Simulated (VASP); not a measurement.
A run of VASP 6.6.1:

The input INCAR:

```
SYSTEM = MgTl
PREC = Accurate ; ENCUT = 520
EDIFF = 1E-6 ; ISMEAR = -1
SIGMA = 0.05 ; LREAL = .False.
LASPH = .True. ; NELM = 60
ALGO = Normal ; ISIF = 2
LWAVE = .False. ; LCHARG = .True.
GGA = PS ; LELF = .True.
LVHAR = .True. ; NBANDS = 14
```

KPOINTS

```
regular mesh
0
Gamma
  12 12 12
  0 0 0
```

The input POSCAR:

```
MgTl
1.0
    3.6231604551      0.0000000000      0.0000000000
    0.0000000000      3.6231604551      0.0000000000
    0.0000000000      0.0000000000      3.6231604551
Mg Tl
1 1
Direct
    0.0000000000      0.0000000000      0.0000000000
    0.5000000000      0.5000000000      0.5000000000
```

Potentials or basis: VASP PAW PBE potentials, release 64 (Mg, Tl_d).

Run with:

```sh
$ cat potpaw_PBE.64/Mg/POTCAR potpaw_PBE.64/Tl_d/POTCAR > POTCAR
$ mpirun -np 1 vasp_std > vasp.out
```

Hardware: 1 thread of Intel(R) Xeon(R) Platinum 8488C (Sapphire Rapids), on a shared host.

Task: Estimate the wall time of this run.

Result: It took 20 s on 1 thread of Intel(R) Xeon(R) Platinum 8488C (Sapphire Rapids), on a shared host, peak memory 0.2 GiB. Counts: scf iterations 11, k points 84.
